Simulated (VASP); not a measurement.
# Y3Ge (I4/mmm) in VASP: single point with PBE

Aim: the single point of Y3Ge with PBE.

Program: VASP 6.6.1. These are calculated values, not measurements. Logs are shortened: lines on timing, memory, paths and dates and some standing lists are left out, and cuts for length are marked.

### Step 1. The cell of the first run

It takes space group I4/mmm (No. 139, tetragonal). The conventional cell has a = 4.531 Å, b = 4.531 Å, c = 10.394 Å, α = 90.00°, β = 90.00°, γ = 90.00°. Within 4.2 Å of Y (site symmetry 4/mmm) lie 4 Ge at 3.20 Å and 8 Y at 3.45 Å. Y (site symmetry -4m2) has 8 Y at 3.20 to 3.45 Å and 4 Ge at 3.45 Å within 4.2 Å. Ge (site symmetry 4/mmm) has 12 Y at 3.20 to 3.45 Å within 4.2 Å.

### Step 2. Single point, PBE

The input, INCAR:

```
SYSTEM = Y3Ge
PREC = Accurate
ENCUT = 520
EDIFF = 1E-7
ISMEAR = -1
SIGMA = 0.05
LREAL = .FALSE.
LASPH = .TRUE.
NELM = 60
ALGO = Fast
ISIF = 2
LWAVE = .FALSE.
LCHARG = .FALSE.
GGA = PE
NBANDS = 32
```

The input, KPOINTS:

```
Automatic mesh
0
G
  6 6 6
  0 0 0
```

The input, POSCAR:

```
Y3Ge
1.0
   -2.2653940000      2.2653940000      5.1970200000
    2.2653940000     -2.2653940000      5.1970200000
    2.2653940000      2.2653940000     -5.1970200000
Y Ge
3 1
Direct
    0.5000000000      0.5000000000      0.0000000000
    0.2500000000      0.7500000000      0.5000000000
    0.7500000000      0.2500000000      0.5000000000
    0.0000000000      0.0000000000      0.0000000000
```

Potentials or basis: VASP PAW PBE potentials, release 64 (Y_sv, Ge_d).

On the command line:

```console
$ cat potpaw_PBE.64/Y_sv/POTCAR potpaw_PBE.64/Ge_d/POTCAR > POTCAR
$ mpirun -np 1 vasp_std > vasp.out
```

OUTCAR:

```text
SYSTEM = Y3Ge
   PREC = Accurate
   ENCUT = 520
   EDIFF = 1E-7
   ISMEAR = -1
   LREAL = .FALSE.
   LASPH = .TRUE.
   NELM = 60
   ISIF = 2
   GGA = PE

 ion  position               nearest neighbor table
   1  0.500  0.500  0.000-   4 3.20   4 3.20   4 3.20   4 3.20   2 3.45   2 3.45   3 3.45   3 3.45
                             3 3.45   2 3.45   3 3.45   2 3.45
   2  0.250  0.750  0.500-   3 3.20   3 3.20   3 3.20   3 3.20   4 3.45   4 3.45   1 3.45   1 3.45
                             4 3.45   1 3.45   4 3.45   1 3.45
   3  0.750  0.250  0.500-   2 3.20   2 3.20   2 3.20   2 3.20   1 3.45   1 3.45   4 3.45   4 3.45
                             4 3.45   1 3.45   4 3.45   1 3.45
   4  0.000  0.000  0.000-   1 3.20   1 3.20   1 3.20   1 3.20   3 3.45   3 3.45   2 3.45   2 3.45
                             3 3.45   2 3.45   3 3.45   2 3.45

  LATTYP: Found a body centered tetragonal cell.
 ALAT       =     4.5307880000
 C/A-ratio  =     2.2940910058

  Lattice vectors:

 A1 = (  -2.2653940000,   2.2653940000,   5.1970200000)
 A2 = (   2.2653940000,  -2.2653940000,   5.1970200000)
 A3 = (   2.2653940000,   2.2653940000,  -5.1970200000)

Analysis of symmetry for initial positions (statically):
=====================================================================
 Subroutine PRICEL returns:
 Original cell was already a primitive cell.

 Routine SETGRP: Setting up the symmetry group for a
 body centered tetragonal supercell.

 Subroutine GETGRP returns: Found 16 space group operations
 (whereof 16 operations were pure point group operations)
 out of a pool of 16 trial point group operations.

The static configuration has the point symmetry D_4h.

Analysis of symmetry for dynamics (positions and initial velocities):
=====================================================================
 Subroutine PRICEL returns:
 Original cell was already a primitive cell.

 Routine SETGRP: Setting up the symmetry group for a
 body centered tetragonal supercell.

 Subroutine GETGRP returns: Found 16 space group operations
 (whereof 16 operations were pure point group operations)
 out of a pool of 16 trial point group operations.

The dynamic configuration has the point symmetry D_4h.

 Subroutine INISYM returns: Found 16 space group operations
 (whereof 16 operations are pure point group operations),
 and found     1 'primitive' translations

----------------------------------------------------------------------------------------

                                     Primitive cell

  volume of cell :     106.6846

  direct lattice vectors                    reciprocal lattice vectors
    -2.265394000  2.265394000  5.197020000     0.000000000  0.220712159  0.096208981
     2.265394000 -2.265394000  5.197020000     0.220712159  0.000000000  0.096208981
     2.265394000  2.265394000 -5.197020000     0.220712159  0.220712159  0.000000000

  length of vectors
     6.105164767  6.105164767  6.105164767     0.240769651  0.240769651  0.312134128

  position of ions in fractional coordinates (direct lattice)
     0.500000000  0.500000000  0.000000000
     0.250000000  0.750000000  0.500000000
     0.750000000  0.250000000  0.500000000
     0.000000000  0.000000000  0.000000000

  ion indices of the primitive-cell ions
   primitive index   ion index
                 1           1
                 2           2
                 3           3
                 4           4

----------------------------------------------------------------------------------------

 KPOINTS: Automatic mesh

Automatic generation of k-mesh.
 Grid dimensions read from file:
 generate k-points for:    6    6    6

 Generating k-lattice:

  Cartesian coordinates                     Fractional coordinates (reciprocal lattice)
     0.000000000  0.036785360  0.016034830     0.166666667  0.000000000  0.000000000
     0.036785360  0.000000000  0.016034830     0.000000000  0.166666667  0.000000000
     0.036785360  0.036785360  0.000000000     0.000000000  0.000000000  0.166666667

  Length of vectors
     0.040128275  0.040128275  0.052022355

  Shift w.r.t. Gamma in fractional coordinates (k-lattice)
     0.000000000  0.000000000  0.000000000

 Subroutine IBZKPT returns following result:
 ===========================================

 Found     30 irreducible k-points:

 Following reciprocal coordinates:
            Coordinates               Weight
  0.000000  0.000000  0.000000      1.000000
  0.166667 -0.000000  0.000000      8.000000
  0.333333  0.000000 -0.000000      8.000000
  0.500000  0.000000  0.000000      4.000000
  0.166667  0.166667  0.000000      8.000000
  0.333333  0.166667  0.000000     16.000000
[... 16 lines left out ...]
 -0.333333 -0.333333  0.166667      8.000000
 -0.166667 -0.333333  0.166667      8.000000
 [... further k-points ...]
   k-points           NKPTS =     30   k-points in BZ     NKDIM =     30   number of bands    NBANDS=     32
   number of dos      NEDOS =    301   number of ions     NIONS =      4
   total plane-waves  NPLWV = 110592
   dimension x,y,z NGX =    48 NGY =   48 NGZ =   48
   dimension x,y,z NGXF=    96 NGYF=   96 NGZF=   96
   ions per type =               3   1
   NGX,Y,Z   is equivalent  to a cutoff of  13.07, 13.07, 13.07 a.u.
   NGXF,Y,Z  is equivalent  to a cutoff of  26.14, 26.14, 26.14 a.u.
 SYSTEM =  Y3Ge
   PREC   = accura    normal or accurate (medium, high low for compatibility)
   ISTART =      0    job   : 0-new  1-cont  2-samecut
   ICHARG =      2    charge: 1-file 2-atom 10-const
   ISPIN  =      1    spin polarized calculation?
   LNONCOLLINEAR =      F non collinear calculations
   LSORBIT =      F    spin-orbit coupling
   LASPH  =      T    aspherical Exc in radial PAW
   ENCUT  =  520.0 eV  38.22 Ry    6.18 a.u.  11.35 11.35 11.35*2*pi/ulx,y,z
   NELM   =     60;   NELMIN=  2; NELMDL= -5     # of ELM steps
   EDIFF  = 0.1E-06   stopping-criterion for ELM
   LREAL  =      F    real-space projection
   EDIFFG = 0.1E-05   stopping-criterion for IOM
   NSW    =      0    number of steps for IOM
   IBRION =     -1    ionic relax: 0-MD 1-quasi-New 2-CG
   NFREE  =      0    steps in history (QN), initial steepest desc. (CG)
   ISIF   =      2    stress and relaxation
   ISYM   =      2    0-nonsym 1-usesym 2-fastsym
   POTIM  = 0.5000    time-step for ionic-motion
   TEBEG  =    0.0;   TEEND  =   0.0 temperature during run
   PSTRESS=    0.0 pullay stress
   NELECT =      47.0000    total number of electrons
   NUPDOWN=      -1.0000    fix difference up-down
   EMIN   =  10.00;   EMAX   =-10.00  energy-range for DOS
   EFERMI =   0.00;   METHOD = LEGACY
   ISMEAR =    -1;   SIGMA  =   0.05  broadening in eV -4-tet -1-fermi 0-gaus
   EFERMI_NEDOS =   21; number of points for ismear=-14 and -15
   IALGO  =     68    algorithm
   IMIX   =      4    mixing-type and parameters
     AMIX     =   0.40;   BMIX     =  1.00
     AMIX_MAG =   1.60;   BMIX_MAG =  1.00
  volume/ion in A,a.u.               =      26.67       179.99
  Fermi-wavevector in a.u.,A,eV,Ry     =   1.245681  2.353996 21.112447  1.551721
  Thomas-Fermi vector in A             =   2.379892
   LORBIT       =      0    0 simple, 1 ext, 2 COOP (PROOUT), +10 PAW based schemes
   GGA     = PE    functional components
   LHFCALC =     F    Hartree Fock is set to
   AEXX    =    0.0000 exact exchange contribution
   IVDW    =     0    specifies the selected vdW correction
   LEPSILON=     F    determine dielectric tensor
   LRPA    =     F    only Hartree local field effects (RPA)
 non-spin polarized calculation
 RMM-DIIS sequential band-by-band and
  energy-cutoff  :      520.00
  volume of cell :      106.68
 maximum number of plane-waves:      2899
 NGX is ok and might be reduce to    48
   NGX = 23   NGY = 23   NGZ = 23

 number of electron      47.0000000 magnetization

 Free energy of the ion-electron system (eV)
  ---------------------------------------------------
  ext. energy  EPLUGINS =         0.00000000
  ---------------------------------------------------
  free energy    TOTEN  =       -25.01154609 eV

  energy without entropy =      -24.97433872  energy(sigma->0) =      -24.99294240

 E-fermi :   4.1470     XC(G=0): -10.1149

 val. band max:        4.1433114911   @ k =   0.1667   0.1667   0.0000
 cond. band min:       4.1559567794   @ k =   0.1667   0.1667   0.0000
 fundamental gap:      0.0126452882
 Fermi energy:         4.1470471027

 k-point     1 :       0.0000    0.0000    0.0000
  band No.  band energies     occupation
      1     -38.5154      2.00000
      2     -38.4058      2.00000
      3     -38.3199      2.00000
      4     -19.8514      2.00000
      5     -19.8451      2.00000
      6     -19.8451      2.00000
[... 24 lines left out ...]
     31       7.6019      0.00000
     32       7.6022      0.00000

 k-point     2 :       0.1667   -0.0000    0.0000
  band No.  band energies     occupation
      1     -38.5033      2.00000
      2     -38.4068      2.00000
      3     -38.3308      2.00000
      4     -19.8522      2.00000
      5     -19.8454      2.00000
      6     -19.8449      2.00000
[... 24 lines left out ...]
     31       7.4334      0.00000
     32       7.7936      0.00000

 k-point     3 :       0.3333    0.0000   -0.0000
  band No.  band energies     occupation
      1     -38.4727      2.00000
      2     -38.4077      2.00000
      3     -38.3600      2.00000
      4     -19.8538      2.00000
      5     -19.8457      2.00000
      6     -19.8444      2.00000
[... 24 lines left out ...]
     31       7.4624      0.00000
     32       7.9310      0.00000

 k-point     4 :       0.5000    0.0000    0.0000
  band No.  band energies     occupation
      1     -38.4503      2.00000
      2     -38.4014      2.00000
      3     -38.3884      2.00000
      4     -19.8546      2.00000
      5     -19.8458      2.00000
      6     -19.8441      2.00000
[... 654 lines left out ...]
     31       7.4064      0.00000
     32       7.8417      0.00000

 k-point    23 :      -0.3333   -0.3333    0.1667
  band No.  band energies     occupation
      1     -38.4752      2.00000
      2     -38.4253      2.00000
      3     -38.3402      2.00000
      4     -19.8529      2.00000
      5     -19.8443      2.00000
      6     -19.8443      2.00000
[... 24 lines left out ...]
     31       7.7421      0.00000
     32       8.2484      0.00000

 k-point    24 :      -0.1667   -0.3333    0.1667
  band No.  band energies     occupation
      1     -38.4923      2.00000
      2     -38.4180      2.00000
      3     -38.3308      2.00000
      4     -19.8523      2.00000
      5     -19.8447      2.00000
      6     -19.8443      2.00000
[... 24 lines left out ...]
     31       7.6867      0.00000
     32       8.2028      0.00000

 [... further k-points ...]
[... 5 lines left out ...]
  --------------------------------------------------------------------------------------
  -------------------------------------------------------------------------------------
  Total       -0.1545881     -0.1545881     -0.2045494      0.0000000     -0.0000000      0.0000000
  in kB       -2.3215857     -2.3215857     -3.0718995      0.0000000     -0.0000000      0.0000000
  external PRESSURE =      -2.5716903 kB  Pullay stress =       0.0000000 kB

 VOLUME and BASIS-vectors are now :
 -----------------------------------------------------------------------------
  energy-cutoff  :      520.00
  volume of cell :      106.68
      direct lattice vectors                 reciprocal lattice vectors
    -2.265394000  2.265394000  5.197020000     0.000000000  0.220712159  0.096208981
     2.265394000 -2.265394000  5.197020000     0.220712159  0.000000000  0.096208981
     2.265394000  2.265394000 -5.197020000     0.220712159  0.220712159  0.000000000

 POSITION                                       TOTAL-FORCE (eV/Angst)
 -----------------------------------------------------------------------------------
      0.00000      0.00000      5.19702        -0.000000      0.000000      0.000000
      2.26539      0.00000      2.59851         0.000000     -0.000000      0.000000
      0.00000      2.26539      2.59851        -0.000000      0.000000     -0.000000
      0.00000      0.00000      0.00000        -0.000000      0.000000      0.000000
 -----------------------------------------------------------------------------------
    total drift:                                0.000000     -0.000000      0.000000

  FREE ENERGIE OF THE ION-ELECTRON SYSTEM (eV)
  ---------------------------------------------------
  free  energy   TOTEN  =       -25.0115460896 eV

  energy  without entropy=      -24.9743387163  energy(sigma->0) =      -24.99294240
```

Wall time 9.6 min (1 thread of Intel Xeon Platinum 8488C (Sapphire Rapids), shared host); peak memory 0.4 GiB.

Results:

| Property | Result |
| --- | --- |
| Free energy | -25.0115 eV |
| Pressure | -0.3 GPa |

Stress tensor (GPa, compression positive):
```
-0.23  0.00  0.00
 0.00 -0.23  0.00
 0.00  0.00 -0.31
```

Levels at points of the mesh, in eV from the Fermi level:
```tsv
k point	band 20	band 21	band 22	band 23	band 24	band 25	band 26	band 27	band 28	band 29
(0.00, 0.00, 0.00)	-2.24	-1.17	-1.17	-0.50	-0.13	0.18	0.73	1.26	1.26	2.68
(0.50, 0.00, 0.00)	-2.42	-1.55	-0.82	-0.56	0.43	1.06	1.54	1.57	1.76	2.29
(0.50, 0.50, 0.00)	-1.86	-1.62	-1.50	-1.28	0.17	0.67	0.90	1.17	2.13	2.76
(0.50, 0.50, 0.50)	-2.09	-0.90	-0.57	-0.57	-0.25	-0.10	-0.10	0.34	2.06	2.60
```
